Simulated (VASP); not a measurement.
A run of VASP 6.6.1:

The input INCAR:

```
PREC = Accurate ; ENCUT = 520
EDIFF = 1E-8 ; ISMEAR = -1
SIGMA = 0.01 ; LREAL = False
LASPH = True ; NELM = 60
ALGO = Normal ; ISIF = 2
LWAVE = False ; LCHARG = False
LEFG = True ; NBANDS = 11
```

The input KPOINTS:

```
Automatic mesh
0
Gamma
  8 8 8
```

File POSCAR:

```
MgS
1.0
    0.0000000000      2.6358861630      2.6358861630
    2.6358861630      0.0000000000      2.6358861630
    2.6358861630      2.6358861630      0.0000000000
Mg S
1 1
Direct
    0.0000000000      0.0000000000      0.0000000000
    0.5000000000      0.5000000000      0.5000000000
```

Potentials or basis: VASP PAW LDA potentials, release 64 (Mg, S).

Launch:

```bash
$ cat potpaw_LDA.64/Mg/POTCAR potpaw_LDA.64/S/POTCAR > POTCAR
$ mpirun -np 1 vasp_std > vasp.out
```

Hardware: 1 thread of Intel(R) Xeon(R) Platinum 8559C (Emerald Rapids) (shared host).

Task: How long does it take, and how much memory?

Result: Wall time 7.3 s on 1 thread of Intel(R) Xeon(R) Platinum 8559C (Emerald Rapids) (shared host), peak memory 0.14 GiB. Counts: scf iterations 14, k points 29.
